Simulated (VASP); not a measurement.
# RbSrCl3 (P4mm) in VASP: further runs

The runs below take RbSrCl3 through single point, with LDA.

Everything below comes from runs of VASP 6.6.1. Logs are shortened: lines on timing, memory, paths and dates and some standing lists are left out, and cuts for length are marked.

**1. The cell of the first run**

The structure is tetragonal, space group P4mm (No. 99). The conventional cell has a = 5.696 Å, b = 5.696 Å, c = 5.696 Å, α = 90.00°, β = 90.00°, γ = 90.00°. Within 5.2 Å of Rb (site symmetry 4mm) lie 12 Cl at 3.81 to 4.25 Å and 8 Sr at 4.76 to 5.12 Å. Within 3.8 Å of Sr (site symmetry 4mm) lie 6 Cl at 2.85 Å. Within 4.3 Å of Cl (site symmetry 2mm) lie 2 Sr at 2.85 Å and 4 Rb at 3.81 to 4.25 Å and 8 Cl at 4.03 Å. Within 3.8 Å of Cl (site symmetry 4mm) lie 2 Sr at 2.85 Å.

**2. Single point, LDA (all Rb atoms moved +0.312 Å, as atom 1 along Cartesian [0 0 1])**

The input, INCAR:

```
SYSTEM = RbSrCl3
PREC = Accurate ; ENCUT = 520
EDIFF = 1E-7 ; ISMEAR = 0
SIGMA = 0.05 ; LREAL = .False.
LASPH = .True. ; NELM = 100
ALGO = Normal ; ISIF = 2
LWAVE = .False. ; LCHARG = .False.
NBANDS = 28
```

The input, KPOINTS:

```
regular mesh
0
Gamma
  4 4 4
  0 0 0
```

The input, POSCAR:

```
RbSrCl3
1.0
    5.6963040000      0.0000000000      0.0000000000
    0.0000000000      5.6963040000      0.0000000000
    0.0000000000      0.0000000000      5.6963040000
Rb Sr Cl
1 1 3
Direct
    0.5000000000      0.5000000000      0.5548601339
    0.0000000000      0.0000000000      0.0000000000
    0.5000000000      0.0000000000      0.0000000000
    0.0000000000      0.5000000000      0.0000000000
    0.0000000000      0.0000000000      0.5000000000
```

Potentials or basis: VASP PAW LDA potentials, release 64 (Rb_sv, Sr_sv, Cl).

Launch:

```bash
$ cat potpaw_LDA.64/Rb_sv/POTCAR potpaw_LDA.64/Sr_sv/POTCAR potpaw_LDA.64/Cl/POTCAR > POTCAR
$ mpirun -np 1 vasp_std > vasp.out
```

OUTCAR:

```text
SYSTEM = RbSrCl3
   PREC = Accurate
   ENCUT = 520
   EDIFF = 1E-7
   ISMEAR = 0
   LREAL = .False.
   LASPH = .True.
   NELM = 100
   ISIF = 2

 ion  position               nearest neighbor table
   1  0.500  0.500  0.555-   3 3.81   4 3.81   3 3.81   4 3.81   5 4.04   5 4.04   5 4.04   5 4.04
                             2 4.76   2 4.76   2 4.76   2 4.76   2 5.12   2 5.12   2 5.12   2 5.12
   2  0.000  0.000  0.000-   3 2.85   4 2.85   5 2.85   5 2.85   4 2.85   3 2.85   1 4.76   1 4.76
                             1 4.76   1 4.76   1 5.12   1 5.12   1 5.12   1 5.12
   3  0.500  0.000  0.000-   2 2.85   2 2.85   1 3.81   1 3.81
   4  0.000  0.500  0.000-   2 2.85   2 2.85   1 3.81   1 3.81
   5  0.000  0.000  0.500-   2 2.85   2 2.85   1 4.04   1 4.04   1 4.04   1 4.04

  LATTYP: Found a simple cubic cell.
 ALAT       =     5.6963040000

  Lattice vectors:

 A1 = (   5.6963040000,   0.0000000000,   0.0000000000)
 A2 = (   0.0000000000,   5.6963040000,   0.0000000000)
 A3 = (   0.0000000000,   0.0000000000,   5.6963040000)

Analysis of symmetry for initial positions (statically):
=====================================================================
 Subroutine PRICEL returns:
 Original cell was already a primitive cell.

 Routine SETGRP: Setting up the symmetry group for a
 simple cubic supercell.

 Subroutine GETGRP returns: Found  8 space group operations
 (whereof  8 operations were pure point group operations)
 out of a pool of 48 trial point group operations.

The static configuration has the point symmetry C_4v.

Analysis of symmetry for dynamics (positions and initial velocities):
=====================================================================
 Subroutine PRICEL returns:
 Original cell was already a primitive cell.

 Routine SETGRP: Setting up the symmetry group for a
 simple cubic supercell.

 Subroutine GETGRP returns: Found  8 space group operations
 (whereof  8 operations were pure point group operations)
 out of a pool of 48 trial point group operations.

The dynamic configuration has the point symmetry C_4v.

 Subroutine INISYM returns: Found  8 space group operations
 (whereof  8 operations are pure point group operations),
 and found     1 'primitive' translations

----------------------------------------------------------------------------------------

                                     Primitive cell

  volume of cell :     184.8330

  direct lattice vectors                    reciprocal lattice vectors
     5.696304000  0.000000000  0.000000000     0.175552428  0.000000000  0.000000000
     0.000000000  5.696304000  0.000000000     0.000000000  0.175552428  0.000000000
     0.000000000  0.000000000  5.696304000     0.000000000  0.000000000  0.175552428

  length of vectors
     5.696304000  5.696304000  5.696304000     0.175552428  0.175552428  0.175552428

  position of ions in fractional coordinates (direct lattice)
     0.500000000  0.500000000  0.554860134
     0.000000000  0.000000000  0.000000000
     0.500000000  0.000000000  0.000000000
     0.000000000  0.500000000  0.000000000
     0.000000000  0.000000000  0.500000000

  ion indices of the primitive-cell ions
   primitive index   ion index
                 1           1
                 2           2
                 3           3
                 4           4
                 5           5

----------------------------------------------------------------------------------------

 KPOINTS: regular mesh

Automatic generation of k-mesh.
 Grid dimensions read from file:
 generate k-points for:    4    4    4

 Generating k-lattice:

  Cartesian coordinates                     Fractional coordinates (reciprocal lattice)
     0.043888107  0.000000000  0.000000000     0.250000000  0.000000000  0.000000000
     0.000000000  0.043888107  0.000000000     0.000000000  0.250000000  0.000000000
     0.000000000  0.000000000  0.043888107     0.000000000  0.000000000  0.250000000

  Length of vectors
     0.043888107  0.043888107  0.043888107

  Shift w.r.t. Gamma in fractional coordinates (k-lattice)
     0.000000000  0.000000000  0.000000000

 Subroutine IBZKPT returns following result:
 ===========================================

 Found     18 irreducible k-points:

 Following reciprocal coordinates:
            Coordinates               Weight
  0.000000  0.000000  0.000000      1.000000
  0.250000  0.000000  0.000000      4.000000
  0.000000  0.000000  0.250000      2.000000
  0.500000  0.000000  0.000000      2.000000
  0.000000  0.000000  0.500000      1.000000
  0.250000  0.250000  0.000000      4.000000
[... 10 lines left out ...]
  0.250000  0.500000  0.500000      4.000000
  0.500000  0.500000  0.500000      1.000000
   k-points           NKPTS =     18   k-points in BZ     NKDIM =     18   number of bands    NBANDS=     28
   number of dos      NEDOS =    301   number of ions     NIONS =      5
   total plane-waves  NPLWV =  74088
   dimension x,y,z NGX =    42 NGY =   42 NGZ =   42
   dimension x,y,z NGXF=    84 NGYF=   84 NGZF=   84
   ions per type =               1   1   3
   NGX,Y,Z   is equivalent  to a cutoff of  12.26, 12.26, 12.26 a.u.
   NGXF,Y,Z  is equivalent  to a cutoff of  24.52, 24.52, 24.52 a.u.
 SYSTEM =  RbSrCl3
   PREC   = accura    normal or accurate (medium, high low for compatibility)
   ISTART =      0    job   : 0-new  1-cont  2-samecut
   ICHARG =      2    charge: 1-file 2-atom 10-const
   ISPIN  =      1    spin polarized calculation?
   LNONCOLLINEAR =      F non collinear calculations
   LSORBIT =      F    spin-orbit coupling
   LASPH  =      T    aspherical Exc in radial PAW
   ENCUT  =  520.0 eV  38.22 Ry    6.18 a.u.  10.59 10.59 10.59*2*pi/ulx,y,z
   NELM   =    100;   NELMIN=  2; NELMDL= -5     # of ELM steps
   EDIFF  = 0.1E-06   stopping-criterion for ELM
   LREAL  =      F    real-space projection
   EDIFFG = 0.1E-05   stopping-criterion for IOM
   NSW    =      0    number of steps for IOM
   IBRION =     -1    ionic relax: 0-MD 1-quasi-New 2-CG
   NFREE  =      0    steps in history (QN), initial steepest desc. (CG)
   ISIF   =      2    stress and relaxation
   ISYM   =      2    0-nonsym 1-usesym 2-fastsym
   POTIM  = 0.5000    time-step for ionic-motion
   TEBEG  =    0.0;   TEEND  =   0.0 temperature during run
   PSTRESS=    0.0 pullay stress
   NELECT =      40.0000    total number of electrons
   NUPDOWN=      -1.0000    fix difference up-down
   EMIN   =  10.00;   EMAX   =-10.00  energy-range for DOS
   EFERMI =   0.00;   METHOD = LEGACY
   ISMEAR =     0;   SIGMA  =   0.05  broadening in eV -4-tet -1-fermi 0-gaus
   EFERMI_NEDOS =   21; number of points for ismear=-14 and -15
   IALGO  =     38    algorithm
   IMIX   =      4    mixing-type and parameters
     AMIX     =   0.40;   BMIX     =  1.00
     AMIX_MAG =   1.60;   BMIX_MAG =  1.00
  volume/ion in A,a.u.               =      36.97       249.46
  Fermi-wavevector in a.u.,A,eV,Ry     =   0.982883  1.857379 13.144021  0.966058
  Thomas-Fermi vector in A             =   2.113999
   LORBIT       =      0    0 simple, 1 ext, 2 COOP (PROOUT), +10 PAW based schemes
   GGA     = CA    functional components
   LHFCALC =     F    Hartree Fock is set to
   AEXX    =    0.0000 exact exchange contribution
   IVDW    =     0    specifies the selected vdW correction
   LEPSILON=     F    determine dielectric tensor
   LRPA    =     F    only Hartree local field effects (RPA)
 non-spin polarized calculation
 Gauss-broadening in eV      SIGMA  =   0.05
  energy-cutoff  :      520.00
  volume of cell :      184.83
 maximum number of plane-waves:      4995
   NGX = 21   NGY = 21   NGZ = 21

 number of electron      39.9999995 magnetization

 Free energy of the ion-electron system (eV)
  ---------------------------------------------------
  ext. energy  EPLUGINS =         0.00000000
  ---------------------------------------------------
  free energy    TOTEN  =       -20.72200838 eV

  energy without entropy =      -20.72200838  energy(sigma->0) =      -20.72200838

 E-fermi :  -1.6297     XC(G=0):  -7.6798

 val. band max:       -1.8997412288   @ k =   0.5000   0.5000   0.5000
 cond. band min:       2.3460806822   @ k =   0.0000   0.0000   0.0000
 fundamental gap:      4.2458219110
 Fermi energy:        -1.6296762434

 k-point     1 :       0.0000    0.0000    0.0000
  band No.  band energies     occupation
      1     -33.9876      2.00000
      2     -26.6713      2.00000
      3     -16.2085      2.00000
      4     -16.2085      2.00000
      5     -16.2046      2.00000
      6     -14.3425      2.00000
[... 20 lines left out ...]
     27       5.9400      0.00000
     28       5.9485      0.00000

 k-point     2 :       0.2500    0.0000    0.0000
  band No.  band energies     occupation
      1     -33.9874      2.00000
      2     -26.6712      2.00000
      3     -16.3399      2.00000
      4     -16.2079      2.00000
      5     -16.2040      2.00000
      6     -14.2890      2.00000
[... 20 lines left out ...]
     27       5.9469      0.00000
     28       5.9824      0.00000

 k-point     3 :       0.0000    0.0000    0.2500
  band No.  band energies     occupation
      1     -33.9874      2.00000
      2     -26.6712      2.00000
      3     -16.3336      2.00000
      4     -16.2079      2.00000
      5     -16.2079      2.00000
      6     -14.3030      2.00000
[... 20 lines left out ...]
     27       5.9428      0.00000
     28       5.9553      0.00000

 k-point     4 :       0.5000    0.0000    0.0000
  band No.  band energies     occupation
      1     -33.9872      2.00000
      2     -26.6711      2.00000
      3     -16.4515      2.00000
      4     -16.2073      2.00000
      5     -16.2034      2.00000
      6     -14.2774      2.00000
[... 392 lines left out ...]
     27       6.2031      0.00000
     28       6.6371      0.00000

 k-point    17 :       0.2500    0.5000    0.5000
  band No.  band energies     occupation
      1     -33.9865      2.00000
      2     -26.6708      2.00000
      3     -16.4494      2.00000
      4     -16.4415      2.00000
      5     -16.3371      2.00000
      6     -13.9941      2.00000
[... 20 lines left out ...]
     27       6.2880      0.00000
     28       6.5895      0.00000

 k-point    18 :       0.5000    0.5000    0.5000
  band No.  band energies     occupation
      1     -33.9863      2.00000
      2     -26.6706      2.00000
      3     -16.4486      2.00000
      4     -16.4486      2.00000
      5     -16.4406      2.00000
      6     -13.7833      2.00000
[... 20 lines left out ...]
     27       6.2048      0.00000
     28       7.3490      0.00000

------------------------ aborting loop because EDIFF is reached ----------------------------------------

  FORCE on cell =-STRESS in cart. coord.  units (eV):
  Direction    XX          YY          ZZ          XY          YZ          ZX
  --------------------------------------------------------------------------------------
  -------------------------------------------------------------------------------------
  Total       -2.5242754     -2.5242754     -2.4963978      0.0000000     -0.0000000      0.0000000
  in kB      -21.8810336    -21.8810336    -21.6393840      0.0000000     -0.0000000      0.0000000
  external PRESSURE =     -21.8004837 kB  Pullay stress =       0.0000000 kB

 VOLUME and BASIS-vectors are now :
 -----------------------------------------------------------------------------
  energy-cutoff  :      520.00
  volume of cell :      184.83
      direct lattice vectors                 reciprocal lattice vectors
     5.696304000  0.000000000  0.000000000     0.175552428  0.000000000  0.000000000
     0.000000000  5.696304000  0.000000000     0.000000000  0.175552428  0.000000000
     0.000000000  0.000000000  5.696304000     0.000000000  0.000000000  0.175552428

 POSITION                                       TOTAL-FORCE (eV/Angst)
 -----------------------------------------------------------------------------------
      2.84815      2.84815      3.16065         0.000000     -0.000000      0.096529
      0.00000      0.00000      0.00000         0.000000      0.000000      0.064018
      2.84815      0.00000      0.00000        -0.000000      0.000000     -0.105931
      0.00000      2.84815      0.00000         0.000000      0.000000     -0.105931
      0.00000      0.00000      2.84815         0.000000      0.000000      0.051316
 -----------------------------------------------------------------------------------
    total drift:                                0.000000      0.000000     -0.000156

  FREE ENERGIE OF THE ION-ELECTRON SYSTEM (eV)
  ---------------------------------------------------
  free  energy   TOTEN  =       -20.7220083842 eV

  energy  without entropy=      -20.7220083842  energy(sigma->0) =      -20.72200838
```

Wall time 98 s (1 thread of Intel Xeon Platinum 8375C at 2.90GHz (Ice Lake), shared host); peak memory 0.27 GiB.

Results:

| Property | Result |
| --- | --- |
| Free energy | -20.7220 eV |
| Pressure | -2.2 GPa |
| Largest force | 0.106 eV/Å |
| Band gap on the k mesh | 4.25 eV (least direct gap 4.46 eV) |

Forces in eV/Å, atoms in the order of the input:
```
Rb   0.000  0.000  0.097
Sr   0.000  0.000  0.064
Cl   0.000  0.000 -0.106
Cl   0.000  0.000 -0.106
Cl   0.000  0.000  0.051
```

Caveat: the cell differs from its parent crystal (all Rb atoms moved +0.312 Å, as atom 1 along Cartesian [0 0 1]). A k mesh can miss the band edges.

**3. Single point, LDA (all Rb atoms moved +0.188 Å, as atom 1 along Cartesian [0 0 1])**

The input, INCAR:

```
PREC = Accurate
ENCUT = 520
EDIFF = 1E-6
ISMEAR = 0
SIGMA = 0.05
LREAL = F
LASPH = T
NELM = 100
ALGO = Normal
ISIF = 2
LWAVE = F
LCHARG = F
GGA = CA
NBANDS = 28
```

The input, KPOINTS:

```
Automatic mesh
0
Gamma
  4 4 4
```

Edit POSCAR of step 2 so:

```diff
@@ -8,3 +8,3 @@
 Direct
-    0.5000000000      0.5000000000      0.5548601339
+    0.5000000000      0.5000000000      0.5329160803
     0.0000000000      0.0000000000      0.0000000000
```

Potentials or basis: VASP PAW LDA potentials, release 64 (Rb_sv, Sr_sv, Cl).

Launch:

```bash
$ cat potpaw_LDA.64/Rb_sv/POTCAR potpaw_LDA.64/Sr_sv/POTCAR potpaw_LDA.64/Cl/POTCAR > POTCAR
$ mpirun -np 1 vasp_std > vasp.out
```

It took 94 s on 1 thread of Intel Xeon Platinum 8375C at 2.90GHz (Ice Lake), shared host; peak memory 0.27 GiB.

It converged, with:

```
Free energy            : -20.7120 eV
Pressure               : -2.2 GPa
Largest force          : 0.066 eV/Å
Band gap on the k mesh : 4.23 eV (least direct gap 4.45 eV)
```

Forces in eV/Å, atoms in the order of the input:
```
Rb   0.000  0.000  0.062
Sr   0.000  0.000  0.039
Cl   0.000  0.000 -0.066
Cl   0.000  0.000 -0.066
Cl   0.000  0.000  0.031
```

Levels at points of the mesh, in eV from the valence-band top:
```tsv
k point	band 18	band 19	band 20	band 21	band 22	band 23
(0.00, 0.00, 0.00)	-0.22	-0.22	-0.22	4.23	5.75	5.77
(0.50, 0.00, 0.00)	-0.51	-0.29	-0.29	5.87	6.00	6.15
(0.00, 0.00, 0.50)	-0.52	-0.30	-0.30	5.88	6.00	6.15
(0.50, 0.50, 0.00)	-0.60	-0.60	-0.02	6.69	6.99	6.99
(0.00, 0.50, 0.50)	-0.62	-0.61	-0.01	6.69	6.98	6.98
(0.50, 0.50, 0.50)	-0.01	0.00	0.00	6.04	6.85	6.86
```

Caveat: the cell differs from its parent crystal (all Rb atoms moved +0.188 Å, as atom 1 along Cartesian [0 0 1]). A k mesh can miss the band edges.
